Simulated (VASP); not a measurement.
Runs of VASP 6.6.1 on ZrB. The structure is that of space group I4/mmm (No. 139), or close to it. The cells are those of the table. 

| cell | gap on the mesh (eV) | pressure (GPa) |
| --- | --- | --- |
| a = 3.353, b = 3.353, c = 3.144 Å, angles 62.0, 62.0, 55.9°, 2 atoms | none | (b) |
| a = 3.220, b = 3.220, c = 3.409 Å, angles 58.0, 58.0, 63.9°, 2 atoms | none | 31.1 |
| a = 3.202, b = 3.202, c = 3.478 Å, angles 57.1, 57.1, 65.8°, 2 atoms | none | 33.8 |
| a = 3.402, b = 3.402, c = 3.081 Å, angles 63.1, 63.1, 53.8°, 2 atoms | none | (a) |
| a = 3.243, b = 3.243, c = 3.340 Å, angles 59.0, 59.0, 62.0°, 2 atoms | none | 29.9 |

Alike in all rows: task single point; level LDA; potentials or basis VASP PAW LDA potentials, release 64 (Zr_sv, B); no spin polarisation; k mesh 18 × 18 × 18; cutoff (eV) 520; smearing gaussian 0.15 eV.

**Question.** Estimate the missing entries.

**Answer.** (a) 37.4; (b) 33.0.

Caveats: the cell stands under pressure.

A k mesh can miss the band edges, and the runs leave out spin-orbit coupling on Zr.

A gap of «none» marks levels without a gap at the run's occupations.
